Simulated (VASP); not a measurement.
# BaTiO3 (R3m) in VASP: settings compared

BaTiO3 is run at these levels: PBEsol, LDA; tasks: relaxation of cell and atoms.

Everything below comes from runs of VASP 6.6.1. Logs are shortened: lines on timing, memory, paths and dates and some standing lists are left out, and cuts for length are marked.

## 1. The cell of the first run

It takes space group R3m (No. 160, trigonal). The conventional cell has a = 5.726 Å, b = 5.726 Å, c = 7.070 Å, α = 90.00°, β = 90.00°, γ = 120.00°. Within 3.7 Å of Ba (site symmetry 3m) lie 12 O at 2.78 to 2.98 Å and 8 Ti at 3.43 to 3.64 Å. Within 2.5 Å of Ti (site symmetry 3m) lie 6 O at 1.87 to 2.21 Å. Within 2.5 Å of O (site symmetry m) lie 2 Ti at 1.87 to 2.21 Å.

## 2. Relaxation of cell and atoms, PBEsol

Contents of INCAR:

```
  PREC = Accurate
  ENCUT = 600
  EDIFF = 1E-6
  ISMEAR = -1
  SIGMA = 0.02
  LREAL = F
  LASPH = T
  NELM = 80
  ALGO = Normal
  ISIF = 3
  LWAVE = F
  LCHARG = F
  GGA = PS
  IBRION = 2
  NSW = 80
  EDIFFG = -0.005
```

Contents of KPOINTS:

```
regular mesh
0
Gamma
  6 6 6
```

Contents of POSCAR:

```
BaTiO3
1.0
    2.8631887938      1.6530628208      2.3565005681
   -2.8631887938      1.6530628208      2.3565005681
    0.0000000000     -3.3061256417      2.3565005681
Ba Ti O
1 1 3
Direct
   -0.0054008602     -0.0054008602     -0.0054008602
    0.4803547562      0.4803547562      0.4803547562
    0.5112004356      0.5112004356      0.0218452328
    0.0218452328      0.5112004356      0.5112004356
    0.5112004356      0.0218452328      0.5112004356
```

Potentials or basis: VASP PAW PBE potentials, release 64 (Ba_sv, Ti_sv, O).

Launch:

```bash
$ cat potpaw_PBE.64/Ba_sv/POTCAR potpaw_PBE.64/Ti_sv/POTCAR potpaw_PBE.64/O/POTCAR > POTCAR
$ mpirun -np 1 vasp_std > vasp.out
```

OUTCAR:

```text
PREC = Accurate
   ENCUT = 600
   EDIFF = 1E-6
   ISMEAR = -1
   LREAL = F
   LASPH = T
   NELM = 80
   ISIF = 3
   GGA = PS
   IBRION = 2
   NSW = 80
   EDIFFG = -0.005

 ion  position               nearest neighbor table
   1  0.995  0.995  0.995-   3 2.78   4 2.78   5 2.78   4 2.87   5 2.87   5 2.87   4 2.87   3 2.87
                             3 2.87   3 2.98   4 2.98   5 2.98   2 3.43   2 3.48   2 3.48   2 3.48
   2  0.480  0.480  0.480-   4 1.87   5 1.87   3 1.87   5 2.21   4 2.21   3 2.21   1 3.43   1 3.48
                             1 3.48   1 3.48   1 3.54   1 3.54   1 3.54   1 3.64
   3  0.511  0.511  0.022-   2 1.87   2 2.21   1 2.78   1 2.87   1 2.87   1 2.98
   4  0.022  0.511  0.511-   2 1.87   2 2.21   1 2.78   1 2.87   1 2.87   1 2.98
   5  0.511  0.022  0.511-   2 1.87   2 2.21   1 2.78   1 2.87   1 2.87   1 2.98

  LATTYP: Found a trigonal (rhomboedric) cell.
 ALAT       =     4.0599952815
 COS(alpha) =     0.0053302526

  Lattice vectors:

 A1 = (   2.8631887938,   1.6530628208,   2.3565005681)
 A2 = (  -2.8631887938,   1.6530628208,   2.3565005681)
 A3 = (   0.0000000000,  -3.3061256417,   2.3565005681)

Analysis of symmetry for initial positions (statically):
=====================================================================
 Subroutine PRICEL returns:
 Original cell was already a primitive cell.

 Routine SETGRP: Setting up the symmetry group for a
 trigonal (rhombohedral) supercell.

 Subroutine GETGRP returns: Found  6 space group operations
 (whereof  6 operations were pure point group operations)
 out of a pool of 12 trial point group operations.

The static configuration has the point symmetry C_3v.

Analysis of symmetry for dynamics (positions and initial velocities):
=====================================================================
 Subroutine PRICEL returns:
 Original cell was already a primitive cell.

 Routine SETGRP: Setting up the symmetry group for a
 trigonal (rhombohedral) supercell.

 Subroutine GETGRP returns: Found  6 space group operations
 (whereof  6 operations were pure point group operations)
 out of a pool of 12 trial point group operations.

The dynamic configuration has the point symmetry C_3v.

 Subroutine INISYM returns: Found  6 space group operations
 (whereof  6 operations are pure point group operations),
 and found     1 'primitive' translations

----------------------------------------------------------------------------------------

                                     Primitive cell

  volume of cell :      66.9203

  direct lattice vectors                    reciprocal lattice vectors
     2.863188794  1.653062821  2.356500568     0.174630468  0.100822948  0.141452685
    -2.863188794  1.653062821  2.356500568    -0.174630468  0.100822948  0.141452685
     0.000000000 -3.306125642  2.356500568     0.000000000 -0.201645896  0.141452685

  length of vectors
     4.059995282  4.059995282  4.059995282     0.246312666  0.246312666  0.246312666

  position of ions in fractional coordinates (direct lattice)
     0.994599140  0.994599140  0.994599140
     0.480354756  0.480354756  0.480354756
     0.511200436  0.511200436  0.021845233
     0.021845233  0.511200436  0.511200436
     0.511200436  0.021845233  0.511200436

  ion indices of the primitive-cell ions
   primitive index   ion index
                 1           1
                 2           2
                 3           3
                 4           4
                 5           5

----------------------------------------------------------------------------------------

 KPOINTS: regular mesh

Automatic generation of k-mesh.
 Grid dimensions read from file:
 generate k-points for:    6    6    6

 Generating k-lattice:

  Cartesian coordinates                     Fractional coordinates (reciprocal lattice)
     0.029105078  0.016803825  0.023575448     0.166666667  0.000000000  0.000000000
    -0.029105078  0.016803825  0.023575448     0.000000000  0.166666667  0.000000000
     0.000000000 -0.033607649  0.023575448    -0.000000000 -0.000000000  0.166666667

  Length of vectors
     0.041052111  0.041052111  0.041052111

  Shift w.r.t. Gamma in fractional coordinates (k-lattice)
     0.000000000  0.000000000  0.000000000

 Subroutine IBZKPT returns following result:
 ===========================================

 Found     32 irreducible k-points:

 Following reciprocal coordinates:
            Coordinates               Weight
  0.000000  0.000000  0.000000      1.000000
  0.166667  0.000000  0.000000      6.000000
  0.333333 -0.000000  0.000000      6.000000
  0.500000  0.000000  0.000000      3.000000
  0.166667  0.166667  0.000000      6.000000
  0.333333  0.166667  0.000000     12.000000
[... 16 lines left out ...]
  0.500000  0.500000  0.166667      6.000000
 -0.333333  0.500000  0.166667     12.000000
 [... further k-points ...]
   k-points           NKPTS =     32   k-points in BZ     NKDIM =     32   number of bands    NBANDS=     24
   number of dos      NEDOS =    301   number of ions     NIONS =      5
   total plane-waves  NPLWV =  32768
   dimension x,y,z NGX =    32 NGY =   32 NGZ =   32
   dimension x,y,z NGXF=    64 NGYF=   64 NGZF=   64
   ions per type =               1   1   3
   NGX,Y,Z   is equivalent  to a cutoff of  13.10, 13.10, 13.10 a.u.
   NGXF,Y,Z  is equivalent  to a cutoff of  26.21, 26.21, 26.21 a.u.
 SYSTEM =  unknown system
   PREC   = accura    normal or accurate (medium, high low for compatibility)
   ISTART =      0    job   : 0-new  1-cont  2-samecut
   ICHARG =      2    charge: 1-file 2-atom 10-const
   ISPIN  =      1    spin polarized calculation?
   LNONCOLLINEAR =      F non collinear calculations
   LSORBIT =      F    spin-orbit coupling
   LASPH  =      T    aspherical Exc in radial PAW
   ENCUT  =  600.0 eV  44.10 Ry    6.64 a.u.   8.11  8.11  8.11*2*pi/ulx,y,z
   NELM   =     80;   NELMIN=  2; NELMDL= -5     # of ELM steps
   EDIFF  = 0.1E-05   stopping-criterion for ELM
   LREAL  =      F    real-space projection
   EDIFFG = -.5E-02   stopping-criterion for IOM
   NSW    =     80    number of steps for IOM
   IBRION =      2    ionic relax: 0-MD 1-quasi-New 2-CG
   NFREE  =      1    steps in history (QN), initial steepest desc. (CG)
   ISIF   =      3    stress and relaxation
   ISYM   =      2    0-nonsym 1-usesym 2-fastsym
   POTIM  = 0.5000    time-step for ionic-motion
   TEBEG  =    0.0;   TEEND  =   0.0 temperature during run
   PSTRESS=    0.0 pullay stress
   NELECT =      40.0000    total number of electrons
   NUPDOWN=      -1.0000    fix difference up-down
   EMIN   =  10.00;   EMAX   =-10.00  energy-range for DOS
   EFERMI =   0.00;   METHOD = LEGACY
   ISMEAR =    -1;   SIGMA  =   0.02  broadening in eV -4-tet -1-fermi 0-gaus
   EFERMI_NEDOS =   21; number of points for ismear=-14 and -15
   IALGO  =     38    algorithm
   IMIX   =      4    mixing-type and parameters
     AMIX     =   0.40;   BMIX     =  1.00
     AMIX_MAG =   1.60;   BMIX_MAG =  1.00
  volume/ion in A,a.u.               =      13.38        90.32
  Fermi-wavevector in a.u.,A,eV,Ry     =   1.379036  2.605999 25.874729  1.901739
  Thomas-Fermi vector in A             =   2.504042
   LORBIT       =      0    0 simple, 1 ext, 2 COOP (PROOUT), +10 PAW based schemes
   GGA     = PS    functional components
   LHFCALC =     F    Hartree Fock is set to
   AEXX    =    0.0000 exact exchange contribution
   IVDW    =     0    specifies the selected vdW correction
   LEPSILON=     F    determine dielectric tensor
   LRPA    =     F    only Hartree local field effects (RPA)
 conjugate gradient relaxation of ions
 non-spin polarized calculation
  energy-cutoff  :      600.00
  volume of cell :       66.92
 maximum number of plane-waves:      2272
   NGX = 17   NGY = 17   NGZ = 17

--------------------------------------- Ionic step        1  -------------------------------------------

 number of electron      39.9999996 magnetization

 Free energy of the ion-electron system (eV)
  ---------------------------------------------------
  ext. energy  EPLUGINS =         0.00000000
  ---------------------------------------------------
  free energy    TOTEN  =       -41.98162909 eV

  energy without entropy =      -41.98162909  energy(sigma->0) =      -41.98162909

------------------------ aborting loop because EDIFF is reached ----------------------------------------

  FORCE on cell =-STRESS in cart. coord.  units (eV):
  Direction    XX          YY          ZZ          XY          YZ          ZX
  --------------------------------------------------------------------------------------
  -------------------------------------------------------------------------------------
  Total       -1.8260111     -1.8260111     -1.8120351      0.0000000      0.0000000      0.0000000
  in kB      -43.7175540    -43.7175540    -43.3829475      0.0000000      0.0000000      0.0000000
  external PRESSURE =     -43.6060185 kB  Pullay stress =       0.0000000 kB
[... 98 lines left out ...]
  FREE ENERGIE OF THE ION-ELECTRON SYSTEM (eV)
  ---------------------------------------------------
  free  energy   TOTEN  =       -42.0065051951 eV

  energy  without entropy=      -42.0065051951  energy(sigma->0) =      -42.00650520

[... ionic steps 4 to 17 ...]

--------------------------------------- Ionic step       18  -------------------------------------------

 number of electron      39.9999995 magnetization

------------------------ aborting loop because EDIFF is reached ----------------------------------------
[... 73 lines left out ...]
--------------------------------------- Ionic step       20  -------------------------------------------

 number of electron      39.9999995 magnetization

 Free energy of the ion-electron system (eV)
  ---------------------------------------------------
  ext. energy  EPLUGINS =         0.00000000
  ---------------------------------------------------
  free energy    TOTEN  =       -42.02047121 eV

  energy without entropy =      -42.02047121  energy(sigma->0) =      -42.02047121

 E-fermi :   4.1848     XC(G=0): -11.4943

 val. band max:        3.6263081268   @ k =   0.5000   0.5000   0.5000
 cond. band min:       5.9070038578   @ k =   0.0000   0.0000   0.0000
 fundamental gap:      2.2806957310
 Fermi energy:         4.1847818964

 k-point     1 :       0.0000    0.0000    0.0000
  band No.  band energies     occupation
      1     -52.4400      2.00000
      2     -28.8051      2.00000
      3     -28.8051      2.00000
      4     -28.8008      2.00000
      5     -21.1200      2.00000
      6     -13.1290      2.00000
[... 637 lines left out ...]
     23       7.6903      0.00000
     24       9.4086      0.00000

 [... further k-points ...]

------------------------ aborting loop because EDIFF is reached ----------------------------------------

  FORCE on cell =-STRESS in cart. coord.  units (eV):
  Direction    XX          YY          ZZ          XY          YZ          ZX
  --------------------------------------------------------------------------------------
  -------------------------------------------------------------------------------------
  Total       -0.0104711     -0.0104711      0.0138458     -0.0000000     -0.0000000      0.0000000
  in kB       -0.2612753     -0.2612753      0.3454819     -0.0000000     -0.0000000      0.0000000
  external PRESSURE =      -0.0590229 kB  Pullay stress =       0.0000000 kB
[... 20 lines left out ...]
  FREE ENERGIE OF THE ION-ELECTRON SYSTEM (eV)
  ---------------------------------------------------
  free  energy   TOTEN  =       -42.0204712125 eV

  energy  without entropy=      -42.0204712125  energy(sigma->0) =      -42.02047121

 reached required accuracy - stopping structural energy minimisation
```

Wall time 9.1 min (1 thread of Intel Xeon Platinum 8259CL at 2.50GHz (Skylake/Cascade Lake), shared host); peak memory 0.23 GiB.

What came out:

* Free energy: -42.0205 eV
* Relaxed volume: 12.84 Å³/atom
* Relaxed cell: a = 4.004 Å, b = 4.004 Å, c = 4.004 Å, α = 89.86°, β = 89.86°, γ = 89.86°
* Space group after relaxing (to 0.1 Å): R3m (No. 160)
* Energy gained by relaxing: 7.8 meV/atom
* Ionic steps: 20
* Pressure after relaxing: 0.0 GPa
* Largest force after relaxing: 0.004 eV/Å
* Band gap on the k mesh: 2.28 eV (least direct gap 2.66 eV)

Forces on the atoms (eV/Å):
```
Ba   0.000  0.000 -0.001
Ti   0.000  0.000  0.004
O    0.000  0.003 -0.001
O   -0.002 -0.001 -0.001
O    0.002 -0.001 -0.001
```

The path:
```csv
step,energy change (eV),largest force (eV/Å),pressure (GPa),volume (Å³)
1,0.0000,0.0413,-4.36,66.92
2,-0.0003,0.7038,4.67,63.45
3,-0.0249,0.3410,-0.07,65.15
4,-0.0338,0.1780,0.01,64.68
5,-0.0365,0.1158,0.33,64.14
6,-0.0366,0.1113,0.32,64.21
7,-0.0378,0.0730,-0.38,64.41
8,-0.0379,0.0666,-0.48,64.45
9,-0.0387,0.0314,-0.13,64.30
10,-0.0387,0.0224,-0.05,64.26
11,-0.0387,0.0265,0.01,64.25
12,-0.0387,0.0237,0.01,64.25
13,-0.0388,0.0160,-0.01,64.23
14,-0.0388,0.0089,-0.01,64.21
15,-0.0388,0.0076,0.01,64.21
16,-0.0388,0.0119,0.01,64.22
17,-0.0388,0.0093,0.01,64.22
18,-0.0388,0.0089,-0.01,64.22
19,-0.0388,0.0084,-0.01,64.21
20,-0.0388,0.0043,-0.01,64.21
```

Final structure:
```
Ba Ti O
1.0
     2.82816    1.63284    2.31742
    -2.82816    1.63284    2.31742
     0.00000   -3.26568    2.31742
Ba Ti O
1 1 3
Direct
  0.99791 0.99791 0.99791
  0.48579 0.48579 0.48579
  0.50940 0.50940 0.01670
  0.01670 0.50940 0.50940
  0.50940 0.01670 0.50940
```

Levels at points of the mesh, in eV from the valence-band top:
| k point | band 18 | band 19 | band 20 | band 21 | band 22 | band 23 |
| --- | --- | --- | --- | --- | --- | --- |
| (0.00, 0.00, 0.00) | -0.51 | -0.38 | -0.38 | 2.28 | 2.28 | 2.42 |
| (0.50, 0.00, 0.00) | -1.66 | -0.95 | -0.83 | 2.46 | 3.74 | 3.84 |
| (0.50, 0.50, 0.00) | -0.90 | -0.85 | -0.09 | 3.82 | 3.82 | 4.16 |
| (0.50, 0.50, 0.50) | -0.02 | -0.02 | 0.00 | 4.31 | 4.45 | 4.45 |

Caveat: the PAW data sets were made with another functional, which shifts forces and pressure a little; spin-orbit coupling is left out, which moves the levels of the heavy elements. Expect the measured gap to be larger: semilocal functionals such as PBEsol lack the derivative discontinuity.

## 3. Relaxation of cell and atoms, LDA

Contents of INCAR:

```
SYSTEM = BaTiO3
ALGO     = Normal         ! electronic algorithm
EDIFF    = 1E-6           ! SCF threshold, eV
EDIFFG   = -0.005         ! ionic threshold
ENCUT    = 600            ! plane-wave cutoff, eV
GGA      = CA             ! functional
IBRION   = 2              ! ionic algorithm
ISIF     = 3              ! what is computed and relaxed
ISMEAR   = -1             ! smearing method
LASPH    = .True.         ! aspherical terms in the spheres
LCHARG   = .False.        ! write CHGCAR
LREAL    = .False.        ! projectors in reciprocal space
LWAVE    = .False.        ! write WAVECAR
NELM     = 60             ! most SCF steps
NSW      = 80             ! ionic steps
PREC     = Accurate       ! precision mode
SIGMA    = 0.02           ! smearing width, eV
```

Contents of KPOINTS:

```
k-points
0
Gamma
  6 6 6
  0 0 0
```

POSCAR is that of step 2.

Potentials or basis: VASP PAW LDA potentials, release 64 (Ba_sv, Ti_sv, O).

Launch:

```bash
$ cat potpaw_LDA.64/Ba_sv/POTCAR potpaw_LDA.64/Ti_sv/POTCAR potpaw_LDA.64/O/POTCAR > POTCAR
$ mpirun -np 1 vasp_std > vasp.out
```

Run time: 7.7 min. Hardware: 1 thread of Intel Xeon Platinum 8259CL at 2.50GHz (Skylake/Cascade Lake), shared host; peak memory 0.21 GiB.

It converged, with:

```
Free energy                           : -44.1836 eV
Relaxed volume                        : 12.42 Å³/atom
Relaxed cell                          : a = 3.960 Å, b = 3.960 Å, c = 3.960 Å, α = 89.92°, β = 89.92°, γ = 89.92°
Space group after relaxing (to 0.1 Å) : R3m (No. 160)
Energy gained by relaxing             : 27.4 meV/atom
Ionic steps                           : 16
Pressure after relaxing               : 0.0 GPa
Largest force after relaxing          : 0.005 eV/Å
Band gap on the k mesh                : 2.06 eV (least direct gap 2.31 eV)
```

Forces in eV/Å, atoms in the order of the input:
```
Ba   0.000  0.000  0.000
Ti   0.000  0.000  0.005
O    0.000 -0.001 -0.001
O    0.001  0.001 -0.001
O   -0.001  0.001 -0.001
```

The path:
```tsv
step	energy change (eV)	largest force (eV/Å)	pressure (GPa)	volume (Å³)
1	0.0000	0.1054	-8.65	66.92
2	0.0269	1.5243	11.47	60.16
3	-0.0946	0.6328	-0.29	63.62
4	-0.1236	0.2978	0.08	62.77
5	-0.1298	0.1967	0.81	62.08
6	-0.1335	0.1215	-0.95	62.56
7	-0.1335	0.1255	-0.89	62.53
8	-0.1364	0.0545	-0.28	62.30
9	-0.1367	0.0429	0.00	62.20
10	-0.1367	0.0396	-0.03	62.21
11	-0.1370	0.0237	0.00	62.16
12	-0.1371	0.0195	0.01	62.13
13	-0.1371	0.0201	0.03	62.13
14	-0.1371	0.0106	-0.06	62.14
15	-0.1371	0.0065	-0.07	62.15
16	-0.1371	0.0047	-0.03	62.10
```

Final structure:
```cif
data_structure
_symmetry_space_group_name_H-M 'P 1'
_symmetry_Int_Tables_number 1
_cell_length_a 3.9600
_cell_length_b 3.9600
_cell_length_c 3.9600
_cell_angle_alpha 89.920
_cell_angle_beta 89.920
_cell_angle_gamma 89.920
_cell_volume 62.10
loop_
_atom_site_label
_atom_site_type_symbol
_atom_site_fract_x
_atom_site_fract_y
_atom_site_fract_z
_atom_site_occupancy
Ba1 Ba 0.99956 0.99956 0.99956 1
Ti1 Ti 0.49038 0.49038 0.49038 1
O1 O 0.50823 0.50823 0.01280 1
O2 O 0.01280 0.50823 0.50823 1
O3 O 0.50823 0.01280 0.50823 1
```

Levels at points of the mesh, in eV from the valence-band top:
```tsv
k point	band 17	band 18	band 19	band 20	band 21	band 22	band 23	band 24
(0.00, 0.00, 0.00)	-1.15	-0.35	-0.25	-0.25	2.06	2.06	2.17	4.45
(0.50, 0.00, 0.00)	-1.84	-1.76	-0.86	-0.78	2.25	3.76	3.82	4.44
(0.50, 0.50, 0.00)	-1.66	-0.86	-0.83	-0.10	3.81	3.82	4.19	5.20
(0.50, 0.50, 0.50)	-2.35	-0.01	-0.01	0.00	4.42	4.50	4.50	6.75
```

Caveat: spin-orbit coupling is left out, which moves the levels of the heavy elements.
